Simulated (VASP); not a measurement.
# InP (I4/mmm) in VASP: single point with PBE

Aim: the single point of InP with PBE.

Program: VASP 6.6.1. These are calculated values, not measurements. Logs are shortened: lines on timing, memory, paths and dates and some standing lists are left out, and cuts for length are marked.

### 1 The cell of the first run

It takes space group I4/mmm (No. 139, tetragonal). The conventional cell has a = 3.918 Å, b = 3.918 Å, c = 5.319 Å, α = 90.00°, β = 90.00°, γ = 90.00°. Within 3.5 Å of In (site symmetry 4/mmm) lie 6 P at 2.66 to 2.77 Å. Within 3.5 Å of P (site symmetry 4/mmm) lie 6 In at 2.66 to 2.77 Å.

### 2 Single point, PBE (strain -0.0400 x Voigt [0, 0, 1, 0, 0, 0])

INCAR reads:

```
SYSTEM = InP
PREC = Accurate
ENCUT = 520
EDIFF = 1E-6
ISMEAR = 0
SIGMA = 0.15
LREAL = .FALSE.
LASPH = .TRUE.
NELM = 60
ALGO = Normal
ISIF = 2
LWAVE = .FALSE.
LCHARG = .FALSE.
GGA = PE
NBANDS = 16
```

KPOINTS reads:

```
regular mesh
0
G
  18 18 18
  0 0 0
```

POSCAR reads:

```
InP
1.0
    0.0000000000      2.7701604164      2.6593539997
    2.7701604164      0.0000000000      2.6593539997
    2.7701604164      2.7701604164      0.0000000000
In P
1 1
Direct
    0.0000000000      0.0000000000      0.0000000000
    0.5000000000      0.5000000000      0.5000000000
```

Potentials or basis: VASP PAW PBE potentials, release 64 (In_d, P).

On the command line:

```sh
cat potpaw_PBE.64/In_d/POTCAR potpaw_PBE.64/P/POTCAR > POTCAR
mpirun -np 1 vasp_std > vasp.out
```

OUTCAR:

```text
SYSTEM = InP
   PREC = Accurate
   ENCUT = 520
   EDIFF = 1E-6
   ISMEAR = 0
   LREAL = .FALSE.
   LASPH = .TRUE.
   NELM = 60
   ISIF = 2
   GGA = PE

 ion  position               nearest neighbor table
   1  0.000  0.000  0.000-   2 2.66   2 2.66   2 2.77   2 2.77   2 2.77   2 2.77
   2  0.500  0.500  0.500-   1 2.66   1 2.66   1 2.77   1 2.77   1 2.77   1 2.77

  LATTYP: Found a body centered tetragonal cell.
 ALAT       =     3.9175984308
 C/A-ratio  =     1.3576450199

  Lattice vectors:

 A1 = (   0.0000000000,  -2.7701604164,  -2.6593539997)
 A2 = (   0.0000000000,   2.7701604164,  -2.6593539997)
 A3 = (   2.7701604164,   0.0000000000,   2.6593539997)

Analysis of symmetry for initial positions (statically):
=====================================================================
 Subroutine PRICEL returns:
 Original cell was already a primitive cell.

 Routine SETGRP: Setting up the symmetry group for a
 body centered tetragonal supercell.

 Subroutine GETGRP returns: Found 16 space group operations
 (whereof 16 operations were pure point group operations)
 out of a pool of 16 trial point group operations.

The static configuration has the point symmetry D_4h.

Analysis of symmetry for dynamics (positions and initial velocities):
=====================================================================
 Subroutine PRICEL returns:
 Original cell was already a primitive cell.

 Routine SETGRP: Setting up the symmetry group for a
 body centered tetragonal supercell.

 Subroutine GETGRP returns: Found 16 space group operations
 (whereof 16 operations were pure point group operations)
 out of a pool of 16 trial point group operations.

The dynamic configuration has the point symmetry D_4h.

 Subroutine INISYM returns: Found 16 space group operations
 (whereof 16 operations are pure point group operations),
 and found     1 'primitive' translations

----------------------------------------------------------------------------------------

                                     Primitive cell

  volume of cell :      40.8146

  direct lattice vectors                    reciprocal lattice vectors
     0.000000000  2.770160416  2.659354000    -0.180494962  0.180494962  0.188015586
     2.770160416  0.000000000  2.659354000     0.180494962 -0.180494962  0.188015586
     2.770160416  2.770160416  0.000000000     0.180494962  0.180494962 -0.188015586

  length of vectors
[... 82 lines left out ...]
   EDIFF  = 0.1E-05   stopping-criterion for ELM
   LREAL  =      F    real-space projection
   EDIFFG = 0.1E-04   stopping-criterion for IOM
   NSW    =      0    number of steps for IOM
   IBRION =     -1    ionic relax: 0-MD 1-quasi-New 2-CG
   NFREE  =      0    steps in history (QN), initial steepest desc. (CG)
   ISIF   =      2    stress and relaxation
   ISYM   =      2    0-nonsym 1-usesym 2-fastsym
   POTIM  = 0.5000    time-step for ionic-motion
   TEBEG  =    0.0;   TEEND  =   0.0 temperature during run
   PSTRESS=    0.0 pullay stress
   NELECT =      18.0000    total number of electrons
   NUPDOWN=      -1.0000    fix difference up-down
   EMIN   =  10.00;   EMAX   =-10.00  energy-range for DOS
   EFERMI =   0.00;   METHOD = LEGACY
   ISMEAR =     0;   SIGMA  =   0.15  broadening in eV -4-tet -1-fermi 0-gaus
   EFERMI_NEDOS =   21; number of points for ismear=-14 and -15
   IALGO  =     38    algorithm
   IMIX   =      4    mixing-type and parameters
     AMIX     =   0.40;   BMIX     =  1.00
     AMIX_MAG =   1.60;   BMIX_MAG =  1.00
  volume/ion in A,a.u.               =      20.41       137.72
  Fermi-wavevector in a.u.,A,eV,Ry     =   1.246121  2.354828 21.127377  1.552818
  Thomas-Fermi vector in A             =   2.380313
   LORBIT       =      0    0 simple, 1 ext, 2 COOP (PROOUT), +10 PAW based schemes
   GGA     = PE    functional components
   LHFCALC =     F    Hartree Fock is set to
   AEXX    =    0.0000 exact exchange contribution
   IVDW    =     0    specifies the selected vdW correction
   LEPSILON=     F    determine dielectric tensor
   LRPA    =     F    only Hartree local field effects (RPA)
 non-spin polarized calculation
 Gauss-broadening in eV      SIGMA  =   0.15
  energy-cutoff  :      520.00
  volume of cell :       40.81
 maximum number of plane-waves:      1114
 NGX is ok and might be reduce to    30
   NGX = 15   NGY = 15   NGZ = 15

 number of electron      18.0000001 magnetization

 Free energy of the ion-electron system (eV)
  ---------------------------------------------------
  ext. energy  EPLUGINS =         0.00000000
  ---------------------------------------------------
  free energy    TOTEN  =        -7.88448262 eV

  energy without entropy =       -7.87123164  energy(sigma->0) =       -7.87785713

 E-fermi :   7.5374     XC(G=0): -10.5775

 val. band max:        7.5368229465   @ k =  -0.2222   0.1111   0.0556
 cond. band min:       7.5381434999   @ k =   0.4444   0.0556   0.0000
 fundamental gap:      0.0013205534
 Fermi energy:         7.5374150636

 k-point     1 :       0.0000    0.0000    0.0000
  band No.  band energies     occupation
      1      -6.7597      2.00000
      2      -6.7373      2.00000
      3      -6.7281      2.00000
      4      -6.7281      2.00000
      5      -6.7020      2.00000
      6      -4.7787      2.00000
[... 433 lines left out ...]
      3      -6.7258      2.00000
      4      -6.6853      2.00000
      5      -6.6689      2.00000
      6      -4.0103      2.00000
[... 8 lines left out ...]
     15      16.5151      0.00000
     16      16.9558      0.00000

 [... further k-points ...]

------------------------ aborting loop because EDIFF is reached ----------------------------------------

  FORCE on cell =-STRESS in cart. coord.  units (eV):
  Direction    XX          YY          ZZ          XY          YZ          ZX
  --------------------------------------------------------------------------------------
  -------------------------------------------------------------------------------------
  Total        0.4139099      0.4139099      1.8831883      0.0000000     -0.0000000      0.0000000
  in kB       16.2480190     16.2480190     73.9244905      0.0000000     -0.0000000      0.0000000
  external PRESSURE =      35.4735095 kB  Pullay stress =       0.0000000 kB

 VOLUME and BASIS-vectors are now :
 -----------------------------------------------------------------------------
  energy-cutoff  :      520.00
  volume of cell :       40.81
      direct lattice vectors                 reciprocal lattice vectors
     0.000000000  2.770160416  2.659354000    -0.180494962  0.180494962  0.188015586
     2.770160416  0.000000000  2.659354000     0.180494962 -0.180494962  0.188015586
     2.770160416  2.770160416  0.000000000     0.180494962  0.180494962 -0.188015586

 POSITION                                       TOTAL-FORCE (eV/Angst)
 -----------------------------------------------------------------------------------
      0.00000      0.00000      0.00000         0.000000     -0.000000     -0.000000
      2.77016      2.77016      2.65935        -0.000000      0.000000      0.000000
 -----------------------------------------------------------------------------------
    total drift:                               -0.000000      0.000000      0.000000

  FREE ENERGIE OF THE ION-ELECTRON SYSTEM (eV)
  ---------------------------------------------------
  free  energy   TOTEN  =        -7.8844826227 eV

  energy  without entropy=       -7.8712316379  energy(sigma->0) =       -7.87785713
```

OSZICAR:

```text
N       E                     dE             d eps       ncg     rms          rms(c)
DAV:   1     0.109213239622E+03    0.10921E+03   -0.85157E+03 15552   0.135E+03
DAV:   2    -0.157999709444E+01   -0.11079E+03   -0.10587E+03 17384   0.310E+02
DAV:   3    -0.804972672859E+01   -0.64697E+01   -0.63894E+01 20016   0.708E+01
DAV:   4    -0.820137098245E+01   -0.15164E+00   -0.15158E+00 19520   0.110E+01
DAV:   5    -0.820833175397E+01   -0.69608E-02   -0.69606E-02 22720   0.213E+00    0.514E+00
DAV:   6    -0.789673655398E+01    0.31160E+00   -0.53988E-01 23200   0.129E+01    0.296E+00
DAV:   7    -0.788494028967E+01    0.11796E-01   -0.87114E-02 23216   0.257E+00    0.124E+00
DAV:   8    -0.788439959551E+01    0.54069E-03   -0.70427E-03 20360   0.110E+00    0.165E-01
DAV:   9    -0.788445735737E+01   -0.57762E-04   -0.54322E-04 23968   0.389E-01    0.889E-02
DAV:  10    -0.788447056517E+01   -0.13208E-04   -0.44653E-05 20128   0.572E-02    0.472E-02
DAV:  11    -0.788448163542E+01   -0.11070E-04   -0.12122E-05 20072   0.253E-02    0.846E-03
DAV:  12    -0.788448272719E+01   -0.10918E-05   -0.22560E-06 17552   0.241E-02    0.666E-03
DAV:  13    -0.788448262275E+01    0.10444E-06   -0.12996E-07 11304   0.343E-03
   1 F= -.78844826E+01 E0= -.78778571E+01  d E =-.132510E-01
```

stdout:

```text
POSCAR found type information on POSCAR InP
 POSCAR found :  2 types and       2 ions
 scaLAPACK will be used
 LDA part: xc-table for (Slater+PW92), standard interpolation
 POSCAR, INCAR and KPOINTS ok, starting setup
 FFT: planning ... GRIDC
 FFT: planning ... GRID_SOFT
 FFT: planning ... GRID
 WAVECAR not read
 entering main loop
```

Run time: 6.1 min. Hardware: 1 thread of Intel Xeon 8259CL, shared host; peak memory 0.42 GiB.

Results:

| Item | Value |
| --- | --- |
| Free energy | -7.8845 eV |
| Pressure | 3.5 GPa |
| Band gap on the k mesh | zero (bands 9 and 10 overlap by 2.91 eV) |

Caveat: the cell differs from its parent crystal (strain -0.0400 x Voigt [0, 0, 1, 0, 0, 0]); the cell stands under pressure; spin-orbit coupling is left out, which moves the levels of the heavy elements.
